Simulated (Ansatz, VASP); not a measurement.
# One calculation of Ca, two programs

Contents of INCAR:

```
PREC     = Accurate       # precision mode
ENCUT    = 520            # plane-wave cutoff, eV
EDIFF    = 1E-6           # SCF threshold, eV
ISMEAR   = -1             # smearing method
SIGMA    = 0.08           # smearing width, eV
LREAL    = False          # projectors in reciprocal space
LASPH    = True           # aspherical terms in the spheres
NELM     = 80             # most SCF steps
ALGO     = Normal         # electronic algorithm
ISIF     = 2              # what is computed and relaxed
LWAVE    = False          # write WAVECAR
LCHARG   = False          # write CHGCAR
GGA      = CA             # functional
NBANDS   = 11             # bands
```

The input KPOINTS:

```
Automatic mesh
0
Gamma
  12 12 12
```

POSCAR

```
Ca
1.0
    0.0000000000      2.6714644531      2.6714644531
    2.6714644531      0.0000000000      2.6714644531
    2.6714644531      2.6714644531      0.0000000000
Ca
1
Direct
    0.0000000000      0.0000000000      0.0000000000
```

Input for Ansatz:

```yaml
crystal:
  lattice:
    - [0.0, 2.6714644531, 2.6714644531]
    - [2.6714644531, 0.0, 2.6714644531]
    - [2.6714644531, 2.6714644531, 0.0]
  atoms:
    - { symbol: Ca, position: [0.0, 0.0, 0.0] }
kpoints:
  mp_grid: { grid: [12, 12, 12] }
  band_path:
    path:
      - [0.0, 0.0, 0.0]
      - [0.5, 0.0, 0.5]
      - [0.625, 0.25, 0.625]
      - [0.375, 0.375, 0.75]
      - [0.0, 0.0, 0.0]
      - [0.5, 0.5, 0.5]
      - [0.5, 0.25, 0.75]
      - [0.5, 0.0, 0.5]
    npoints: 14
scf:
  occupations: { method: fermi_dirac, width: 0.08 }
hamiltonian:
  xc: lda
  pseudopotentials: { kind: all_electron, lapw: { basis_error: 0.001 } }
output:
  forces: true
  stress: true
  eigenvalues: true
  populations: true
  dos: { projected: true, de: 0.2, e_range: [-14, 8] }
```

Alike in both runs: task single point; functional LDA; k mesh 12 × 12 × 12; occupations fermi-dirac, width 0.08 eV; no spin polarisation.

```csv
,VASP,Ansatz
version,VASP 6.6.1,Ansatz 0.2.0
potentials or method,"VASP PAW LDA potentials, release 64 (Ca_sv), cutoff 520 eV","all-electron LAPW, scalar-relativistic"
```

```tsv
	VASP	Ansatz	Ansatz less VASP
pressure (GPa)	0.0	0.0	+0.01
```

LDA's correlation is that of Perdew and Zunger in VASP and of Perdew and Wang (1992) in Ansatz. Ansatz ran all-electron here, and VASP with PAW potentials.
